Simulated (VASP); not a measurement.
AlFe, 2 atoms in the cell. The structure is cubic, space group Pm-3m (No. 221). Conventional cell: a = 2.931 Å, b = 2.931 Å, c = 2.931 Å, α = 90.00°, β = 90.00°, γ = 90.00°. Al (site symmetry m-3m) has 8 Fe at 2.54 Å and 6 Al at 2.93 Å within 3.3 Å. Within 3.3 Å of Fe (site symmetry m-3m) lie 8 Al at 2.54 Å and 6 Fe at 2.93 Å.  This cell differs from its parent crystal: volume scaled by 1.06.

* Program: VASP 6.6.1
* Task: single point
* Functional: PBE
* Potentials or basis: VASP PAW PBE potentials, release 64 (Al, Fe)
* Cutoff: 520 eV
* k mesh: 14 × 14 × 14
* Occupations: gaussian, width 0.1 eV
* Spin: collinear spin, ferromagnetic start
* Starting moments: [0.0, 0.77] μB
* Dipole correction: no
* Further INCAR settings: ALGO = Normal; EDIFF = 1e-06; NBANDS = 16

Potentials or basis: VASP PAW PBE potentials, release 64 (Al, Fe).

Run with:

```console
$ cat potpaw_PBE.64/Al/POTCAR potpaw_PBE.64/Fe/POTCAR > POTCAR
$ mpirun -np 1 vasp_std > vasp.out
```

Hardware: 1 thread of AMD EPYC 7R43 64-Core Processor (Zen 3) (shared host).

Question: Estimate the wall time of this run.

Answer: Run time: 95 s on 1 thread of AMD EPYC 7R43 64-Core Processor (Zen 3), with other jobs on the host, peak memory 0.16 GiB. Counts: scf iterations 14, k points 120.
